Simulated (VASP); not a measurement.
The system is SiNi2.

```
CELL_PARAMETERS angstrom
4.99000 0.00000 0.00000
0.00000 3.72000 0.00000
0.00000 0.00000 7.03000
ATOMIC_POSITIONS crystal
Ni 0.32500 0.75000 0.93700
Ni 0.67500 0.25000 0.06300
Ni 0.17500 0.25000 0.43700
Ni 0.82500 0.75000 0.56300
Ni 0.45800 0.75000 0.29700
Ni 0.54200 0.25000 0.70300
Ni 0.04200 0.25000 0.79700
Ni 0.95800 0.75000 0.20300
Si 0.78600 0.75000 0.88600
Si 0.21400 0.25000 0.11400
Si 0.71400 0.25000 0.38600
Si 0.28600 0.75000 0.61400
```

| Quantity | Value |
| --- | --- |
| Program | VASP 6.6.1 |
| Task | relaxation of cell and atoms |
| Functional | PBEsol |
| Dispersion | D4 |
| Potentials or basis | VASP PAW PBE potentials, release 64 (Ni, Si) |
| Cutoff | 600 eV |
| k mesh | 6 × 7 × 4 |
| Occupations | fermi-dirac, width 0.05 eV |
| Spin | collinear spin, ferromagnetic start |
| Starting moments | [1.0, 1.0, 1.0, 1.0, 1.0, 1.0, 1.0, 1.0, 0.0, 0.0, 0.0, 0.0] μB |

At the start: pressure -8.1 GPa; volume 10.87 Å³/atom.

**Question.** How do energy, volume and symmetry change on relaxing?

**Answer.** Over 19 steps the energy falls by 15.0 meV/atom and the volume is 10.43 Å³/atom (-4.1 %); space group Pnma (No. 62, to 0.1 Å) before and after; moment 0.00 μB per cell.

Step by step:
```tsv
step	energy change (eV)	largest force (eV/Å)	pressure (GPa)	volume (Å³)
1	0.0000	0.3549	-8.09	130.50
2	0.0197	0.2942	10.46	120.40
3	-0.1424	0.2592	0.10	125.54
4	-0.1424	0.2600	0.53	125.34
5	-0.1614	0.1421	0.36	125.35
6	-0.1642	0.1884	0.24	125.36
7	-0.1705	0.1026	-0.44	125.64
8	-0.1717	0.0677	-0.90	125.83
9	-0.1754	0.0593	-0.06	125.30
10	-0.1757	0.0673	0.48	125.00
11	-0.1783	0.0459	0.36	125.00
12	-0.1792	0.0359	0.25	124.99
13	-0.1796	0.0196	-0.21	125.25
14	-0.1796	0.0220	-0.19	125.22
15	-0.1798	0.0119	-0.07	125.16
16	-0.1799	0.0126	-0.06	125.15
17	-0.1798	0.0166	-0.03	125.12
18	-0.1799	0.0135	0.05	125.14
19	-0.1799	0.0095	-0.03	125.17
```

Final structure:
```yaml
crystal:
  lattice:
    - [4.86701, 0.00000, 0.00000]
    - [0.00000, 3.68903, 0.00000]
    - [0.00000, 0.00000, 6.97176]
  atoms:
    - { symbol: Ni, position: [0.32756, 0.75000, 0.93979] }
    - { symbol: Ni, position: [0.67244, 0.25000, 0.06021] }
    - { symbol: Ni, position: [0.17244, 0.25000, 0.43979] }
    - { symbol: Ni, position: [0.82756, 0.75000, 0.56021] }
    - { symbol: Ni, position: [0.45649, 0.75000, 0.29092] }
    - { symbol: Ni, position: [0.54351, 0.25000, 0.70908] }
    - { symbol: Ni, position: [0.04351, 0.25000, 0.79092] }
    - { symbol: Ni, position: [0.95649, 0.75000, 0.20908] }
    - { symbol: Si, position: [0.79382, 0.75000, 0.88712] }
    - { symbol: Si, position: [0.20618, 0.25000, 0.11288] }
    - { symbol: Si, position: [0.70618, 0.25000, 0.38712] }
    - { symbol: Si, position: [0.29382, 0.75000, 0.61288] }
```

Caveat: the moments typed at the start vanished in this run; the PAW data sets were made with another functional, which shifts forces and pressure a little.
